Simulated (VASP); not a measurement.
Input of a VASP 6.6.1 run:

The input INCAR:

```
SYSTEM = Pd
ALGO = Normal ; EDIFF = 1E-8
ENCUT = 600 ; GGA = PS
IBRION = 6 ; ISIF = 3
ISMEAR = -1 ; LASPH = .True.
LCHARG = .False. ; LREAL = .False.
LWAVE = .False. ; NBANDS = 11
NELM = 100 ; NFREE = 2
NSW = 1 ; POTIM = 0.015
PREC = Accurate ; SIGMA = 0.05
```

The input KPOINTS:

```
k-points
0
Gamma
  9 9 9
  0 0 0
```

The input POSCAR:

```
Pd
1.0
   -1.5722810000      1.5722810000      1.5722810000
    1.5722810000     -1.5722810000      1.5722810000
    1.5722810000      1.5722810000     -1.5722810000
Pd
1
Direct
    0.0000000000      0.0000000000      0.0000000000
```

Potentials or basis: VASP PAW PBE potentials, release 64 (Pd).

Run with:

```console
$ cat potpaw_PBE.64/Pd/POTCAR > POTCAR
$ mpirun -np 1 vasp_std > vasp.out
```

Question: Predict the elastic constants C11, C12, C44.

Answer: 144, 157, 77 GPa.

Question: What does it give for the Voigt bulk modulus?

Answer: 152 GPa.

Elastic tensor in Voigt notation (GPa, in the Cartesian axes of the cell as first typed):
```
144 157 157   0   0   0
157 144 157   0   0   0
157 157 144   0   0   0
  0   0   0  77   0   0
  0   0   0   0  77   0
  0   0   0   0   0  77
```

Caveat: the cell is under stress, which shifts elastic constants; the elastic tensor has a negative eigenvalue, so either the cell is unstable as it stands or the mesh is too thin; the PAW data sets were made with another functional, which shifts forces and pressure a little.
